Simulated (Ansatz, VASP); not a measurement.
Two plane-wave programs on Ru

File INCAR:

```
SYSTEM = Ru
PREC = Accurate ; ENCUT = 560
EDIFF = 1E-6 ; ISMEAR = 0
SIGMA = 0.6 ; LREAL = .FALSE.
LASPH = .TRUE. ; NELM = 120
ALGO = Normal ; ISIF = 2
LWAVE = .FALSE. ; LCHARG = .FALSE.
NBANDS = 23 ; GGA_COMPAT = .FALSE.
```

The input KPOINTS:

```
Automatic mesh
0
G
  13 13 8
  0 0 0
```

File POSCAR:

```
Ru
1.0
    2.6775346364      0.0000000000      0.0000000000
   -1.3387673182      2.3188130146      0.0000000000
    0.0000000000      0.0000000000      4.2181251212
Ru
2
Direct
    0.3333333333      0.6666666667      0.2500000000
    0.6666666667      0.3333333333      0.7500000000
```

Input for Ansatz:

```yaml
crystal:
  lattice:
    - [2.6775346364, 0.0, 0.0]
    - [-1.3387673182, 2.3188130146, 0.0]
    - [0.0, 0.0, 4.2181251212]
  atoms:
    - { symbol: Ru, position: [0.3333333333, 0.6666666667, 0.25] }
    - { symbol: Ru, position: [0.6666666667, 0.3333333333, 0.75] }
hamiltonian:
  xc: lda
  pseudopotentials:
    kind: paw
    azcp:
      Ru: "pseudopotentials/Ru.paw.azcp"
basis:
  ecutwfc: 420
  fft_grid_basis: typed
kpoints:
  mp_grid: { grid: [13, 13, 8], shift: [0, 0, 0] }
magnetization:
  spin_polarized: false
scf:
  occupations: { method: gaussian, width: 0.6 }
  lower_state_search: "off"
output:
  stress: true
  write_density: true
  write_potential: true
  elf: true
  volumetric_format: npy
```

Alike in both runs: task single point; functional LDA; k mesh 13 × 13 × 8; occupations gaussian, width 0.6 eV; no spin polarisation.

```csv
,VASP,Ansatz
version,VASP 6.6.1,Ansatz 0.2.0
potentials or method,"VASP PAW LDA potentials, release 64 (Ru_sv), cutoff 560 eV","plane waves (420 eV) with PAW, scalar-relativistic"
valence electrons in the cell,32,32
```

|  | VASP | Ansatz | Ansatz less VASP |
| --- | --- | --- | --- |
| pressure (GPa) | 1.7 | 1.1 | -0.55 |
| traceless stress, the component that is largest in VASP (GPa) | 0.95 | 0.94 | -0.012 |

Ansatz warns that its potentials were made for another functional, while VASP's fit it. LDA's correlation is that of Perdew and Zunger in VASP and of Perdew and Wang (1992) in Ansatz.
